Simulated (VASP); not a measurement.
# AlGa5Sb6 (P-4m2) in VASP: single point with PBE

Aim: the single point of AlGa5Sb6 with PBE.

Everything below comes from runs of VASP 6.6.1. Logs are shortened: lines on timing, memory, paths and dates and some standing lists are left out, and cuts for length are marked.

## 1. The cell of the first run

Symmetry: P-4m2, No. 115, tetragonal system. The conventional cell has a = 4.398 Å, b = 4.398 Å, c = 18.631 Å, α = 90.00°, β = 90.00°, γ = 90.00°. Al (site symmetry -4m2) has 4 Sb at 2.69 Å within 3.6 Å. Within 3.5 Å of Ga (site symmetry 2mm) lie 4 Sb at 2.69 Å. Within 3.5 Å of Ga (site symmetry 2mm) lie 4 Sb at 2.69 Å. Ga (site symmetry -4m2) has 4 Sb at 2.69 Å within 3.5 Å. Sb (site symmetry 2mm) has 4 Ga at 2.69 Å within 3.5 Å. Within 3.6 Å of Sb (site symmetry 2mm) lie 2 Al at 2.69 Å and 2 Ga at 2.69 Å. Within 3.5 Å of Sb (site symmetry 2mm) lie 4 Ga at 2.69 Å.

## 2. Single point, PBE

The input, INCAR:

```
SYSTEM = AlGa5Sb6
ALGO = Normal ; EDIFF = 1E-7
ENCUT = 520 ; GGA = PE
ISIF = 2 ; ISMEAR = 0
LASPH = .True. ; LCHARG = .False.
LREAL = .False. ; LWAVE = .False.
NBANDS = 61 ; NELM = 100
PREC = Accurate ; SIGMA = 0.1
```

The input, KPOINTS:

```
k-points
0
Gamma
  8 8 2
  0 0 0
```

The input, POSCAR:

```
AlGa5Sb6
1.0
    4.3982386683      0.0000000000      0.0000000000
    0.0000000000      4.3982386683      0.0000000000
    0.0000000000      0.0000000000     18.6313796084
Al Ga Sb
1 5 6
Direct
    0.0000000000      0.0000000000      0.0000000000
    0.0000000000      0.0000000000      0.6665616396
    0.5000000000      0.5000000000      0.8330259947
    0.5000000000      0.5000000000      0.1669740053
    0.0000000000      0.0000000000      0.3334383604
    0.5000000000      0.5000000000      0.5000000000
    0.5000000000      0.0000000000      0.7498029912
    0.0000000000      0.5000000000      0.9165412693
    0.5000000000      0.0000000000      0.0834587307
    0.0000000000      0.5000000000      0.2501970088
    0.5000000000      0.0000000000      0.4167212676
    0.0000000000      0.5000000000      0.5832787324
```

Potentials or basis: VASP PAW PBE potentials, release 64 (Al, Ga_d, Sb).

Run with:

```bash
cat potpaw_PBE.64/Al/POTCAR potpaw_PBE.64/Ga_d/POTCAR potpaw_PBE.64/Sb/POTCAR > POTCAR
mpirun -np 1 vasp_std > vasp.out
```

OUTCAR:

```text
SYSTEM = AlGa5Sb6
   EDIFF = 1E-7
   ENCUT = 520
   GGA = PE
   ISIF = 2
   ISMEAR = 0
   LASPH = .True.
   LREAL = .False.
   NELM = 100
   PREC = Accurate

 ion  position               nearest neighbor table
   1  0.000  0.000  0.000-   8 2.69   9 2.69   8 2.69   9 2.69
   2  0.000  0.000  0.667-   7 2.69   7 2.69  12 2.69  12 2.69
   3  0.500  0.500  0.833-   7 2.69   7 2.69   8 2.69   8 2.69
   4  0.500  0.500  0.167-  10 2.69  10 2.69   9 2.69   9 2.69
   5  0.000  0.000  0.333-  10 2.69  10 2.69  11 2.69  11 2.69
   6  0.500  0.500  0.500-  11 2.69  12 2.69  11 2.69  12 2.69
   7  0.500  0.000  0.750-   3 2.69   3 2.69   2 2.69   2 2.69
   8  0.000  0.500  0.917-   1 2.69   1 2.69   3 2.69   3 2.69
   9  0.500  0.000  0.083-   1 2.69   1 2.69   4 2.69   4 2.69
  10  0.000  0.500  0.250-   4 2.69   4 2.69   5 2.69   5 2.69
  11  0.500  0.000  0.417-   6 2.69   6 2.69   5 2.69   5 2.69
  12  0.000  0.500  0.583-   6 2.69   6 2.69   2 2.69   2 2.69

  LATTYP: Found a simple tetragonal cell.
 ALAT       =     4.3982386683
 C/A-ratio  =     4.2361001786

  Lattice vectors:

 A1 = (   4.3982386683,   0.0000000000,   0.0000000000)
 A2 = (   0.0000000000,   4.3982386683,   0.0000000000)
 A3 = (   0.0000000000,   0.0000000000,  18.6313796084)

Analysis of symmetry for initial positions (statically):
=====================================================================
 Subroutine PRICEL returns:
 Original cell was already a primitive cell.

 Routine SETGRP: Setting up the symmetry group for a
 simple tetragonal supercell.

 Subroutine GETGRP returns: Found  8 space group operations
 (whereof  8 operations were pure point group operations)
 out of a pool of 16 trial point group operations.

The static configuration has the point symmetry D_2d.

Analysis of symmetry for dynamics (positions and initial velocities):
=====================================================================
 Subroutine PRICEL returns:
 Original cell was already a primitive cell.

 Routine SETGRP: Setting up the symmetry group for a
 simple tetragonal supercell.

 Subroutine GETGRP returns: Found  8 space group operations
 (whereof  8 operations were pure point group operations)
 out of a pool of 16 trial point group operations.

The dynamic configuration has the point symmetry D_2d.

 Subroutine INISYM returns: Found  8 space group operations
 (whereof  8 operations are pure point group operations),
[... 126 lines left out ...]
   PSTRESS=    0.0 pullay stress
   NELECT =      98.0000    total number of electrons
   NUPDOWN=      -1.0000    fix difference up-down
   EMIN   =  10.00;   EMAX   =-10.00  energy-range for DOS
   EFERMI =   0.00;   METHOD = LEGACY
   ISMEAR =     0;   SIGMA  =   0.10  broadening in eV -4-tet -1-fermi 0-gaus
   EFERMI_NEDOS =   21; number of points for ismear=-14 and -15
   IALGO  =     38    algorithm
   IMIX   =      4    mixing-type and parameters
     AMIX     =   0.40;   BMIX     =  1.00
     AMIX_MAG =   1.60;   BMIX_MAG =  1.00
  volume/ion in A,a.u.               =      30.03       202.68
  Fermi-wavevector in a.u.,A,eV,Ry     =   1.060594  2.004233 15.304656  1.124860
  Thomas-Fermi vector in A             =   2.195981
   LORBIT       =      0    0 simple, 1 ext, 2 COOP (PROOUT), +10 PAW based schemes
   GGA     = PE    functional components
   LHFCALC =     F    Hartree Fock is set to
   AEXX    =    0.0000 exact exchange contribution
   IVDW    =     0    specifies the selected vdW correction
   LEPSILON=     F    determine dielectric tensor
   LRPA    =     F    only Hartree local field effects (RPA)
 non-spin polarized calculation
 Gauss-broadening in eV      SIGMA  =   0.10
  energy-cutoff  :      520.00
  volume of cell :      360.41
 maximum number of plane-waves:      9748
 NGX is ok and might be reduce to    36
   NGX = 17   NGY = 17   NGZ = 69

 number of electron      97.9999957 magnetization

 Free energy of the ion-electron system (eV)
  ---------------------------------------------------
  ext. energy  EPLUGINS =         0.00000000
  ---------------------------------------------------
  free energy    TOTEN  =       -45.05456685 eV

  energy without entropy =      -45.05290117  energy(sigma->0) =      -45.05373401

 E-fermi :   4.4488     XC(G=0):  -8.8171

 val. band max:        4.3988868762   @ k =   0.0000   0.0000   0.0000
 cond. band min:       4.7268195464   @ k =   0.5000   0.0000   0.5000
 fundamental gap:      0.3279326702
 Fermi energy:         4.4488232873

 k-point     1 :       0.0000    0.0000    0.0000
  band No.  band energies     occupation
      1     -10.5324      2.00000
      2     -10.5301      2.00000
      3     -10.5199      2.00000
      4     -10.5079      2.00000
      5     -10.4988      2.00000
      6     -10.4988      2.00000
[... 1525 lines left out ...]
     60       7.9326      0.00000
     61       7.9680      0.00000

 [... further k-points ...]

------------------------ aborting loop because EDIFF is reached ----------------------------------------

  FORCE on cell =-STRESS in cart. coord.  units (eV):
  Direction    XX          YY          ZZ          XY          YZ          ZX
  --------------------------------------------------------------------------------------
  -------------------------------------------------------------------------------------
  Total        0.1776339      0.1776339      0.1894123      0.0000000     -0.0000000      0.0000000
  in kB        0.7896484      0.7896484      0.8420078      0.0000000     -0.0000000      0.0000000
  external PRESSURE =       0.8071016 kB  Pullay stress =       0.0000000 kB

 VOLUME and BASIS-vectors are now :
 -----------------------------------------------------------------------------
  energy-cutoff  :      520.00
  volume of cell :      360.41
      direct lattice vectors                 reciprocal lattice vectors
     4.398238668  0.000000000  0.000000000     0.227363742  0.000000000  0.000000000
     0.000000000  4.398238668  0.000000000     0.000000000  0.227363742  0.000000000
     0.000000000  0.000000000 18.631379608     0.000000000  0.000000000  0.053672891

 POSITION                                       TOTAL-FORCE (eV/Angst)
 -----------------------------------------------------------------------------------
      0.00000      0.00000      0.00000         0.000000      0.000000     -0.000000
      0.00000      0.00000     12.41896         0.000000     -0.000000      0.000213
      2.19912      2.19912     15.52042         0.000000      0.000000     -0.002735
      2.19912      2.19912      3.11096        -0.000000      0.000000      0.002735
      0.00000      0.00000      6.21242         0.000000      0.000000     -0.000213
      2.19912      2.19912      9.31569         0.000000      0.000000     -0.000000
      2.19912      0.00000     13.96986         0.000000     -0.000000      0.000989
      0.00000      2.19912     17.07643         0.000000      0.000000     -0.014697
      2.19912      0.00000      1.55495         0.000000      0.000000      0.014697
      0.00000      2.19912      4.66152         0.000000      0.000000     -0.000989
      2.19912      0.00000      7.76409         0.000000      0.000000      0.000070
      0.00000      2.19912     10.86729         0.000000      0.000000     -0.000070
 -----------------------------------------------------------------------------------
    total drift:                                0.000000     -0.000000      0.000000

  FREE ENERGIE OF THE ION-ELECTRON SYSTEM (eV)
  ---------------------------------------------------
  free  energy   TOTEN  =       -45.0545668488 eV

  energy  without entropy=      -45.0529011734  energy(sigma->0) =      -45.05373401
```

OSZICAR:

```text
N       E                     dE             d eps       ncg     rms          rms(c)
DAV:   1     0.827385902883E+03    0.82739E+03   -0.40319E+04  3852   0.186E+03
DAV:   2     0.887314258228E+02   -0.73865E+03   -0.71225E+03  4084   0.514E+02
DAV:   3    -0.363709313141E+02   -0.12510E+03   -0.11934E+03  4256   0.158E+02
DAV:   4    -0.450227601792E+02   -0.86518E+01   -0.85385E+01  4411   0.415E+01
DAV:   5    -0.453583910380E+02   -0.33563E+00   -0.33448E+00  5331   0.846E+00    0.772E+00
DAV:   6    -0.451140950939E+02    0.24430E+00   -0.55099E-01  5191   0.570E+00    0.443E+00
DAV:   7    -0.450457323896E+02    0.68363E-01   -0.33371E-01  4227   0.249E+00    0.758E-01
DAV:   8    -0.450505466072E+02   -0.48142E-02   -0.37232E-02  4225   0.162E+00    0.298E-01
DAV:   9    -0.450534216344E+02   -0.28750E-02   -0.97227E-03  4343   0.820E-01    0.985E-02
DAV:  10    -0.450541218044E+02   -0.70017E-03   -0.12023E-03  4785   0.365E-01    0.473E-02
DAV:  11    -0.450544326711E+02   -0.31087E-03   -0.36285E-04  4157   0.129E-01    0.239E-02
DAV:  12    -0.450545581035E+02   -0.12543E-03   -0.20656E-04  4069   0.126E-01    0.812E-03
DAV:  13    -0.450545651123E+02   -0.70088E-05   -0.27665E-05  5540   0.470E-02    0.395E-03
DAV:  14    -0.450545661647E+02   -0.10523E-05   -0.34673E-06  4396   0.126E-02    0.140E-03
DAV:  15    -0.450545666890E+02   -0.52433E-06   -0.65515E-07  4207   0.744E-03    0.565E-04
DAV:  16    -0.450545668044E+02   -0.11541E-06   -0.71243E-08  2497   0.541E-03    0.205E-04
DAV:  17    -0.450545668488E+02   -0.44365E-07   -0.29577E-08  2338   0.148E-03
   1 F= -.45054567E+02 E0= -.45053734E+02  d E =-.166568E-02
```

stdout:

```text
POSCAR found type information on POSCAR AlGaSb
 POSCAR found :  3 types and      12 ions
 scaLAPACK will be used
 LDA part: xc-table for (Slater+PW92), standard interpolation
 POSCAR, INCAR and KPOINTS ok, starting setup
 FFT: planning ... GRIDC
 FFT: planning ... GRID_SOFT
 FFT: planning ... GRID
 WAVECAR not read
 entering main loop
```

Run time: 8.4 min. Hardware: 1 thread of AMD EPYC 9R45 (Zen 5), shared host; peak memory 0.75 GiB.

What came out:

| Quantity | Value |
| --- | --- |
| Free energy | -45.0546 eV |
| Pressure | 0.1 GPa |
| Largest force | 0.015 eV/Å |
| Band gap on the k mesh | zero (filled and empty bands touch) |

Forces on the atoms (eV/Å):
```
Al   0.000  0.000  0.000
Ga   0.000  0.000  0.000
Ga   0.000  0.000 -0.003
Ga   0.000  0.000  0.003
Ga   0.000  0.000  0.000
Ga   0.000  0.000  0.000
Sb   0.000  0.000  0.001
Sb   0.000  0.000 -0.015
Sb   0.000  0.000  0.015
Sb   0.000  0.000 -0.001
Sb   0.000  0.000  0.000
Sb   0.000  0.000  0.000
```

Caveat: semilocal functionals underestimate gaps, so a narrow gap can read as zero; spin-orbit coupling is left out, which moves the levels of the heavy elements.
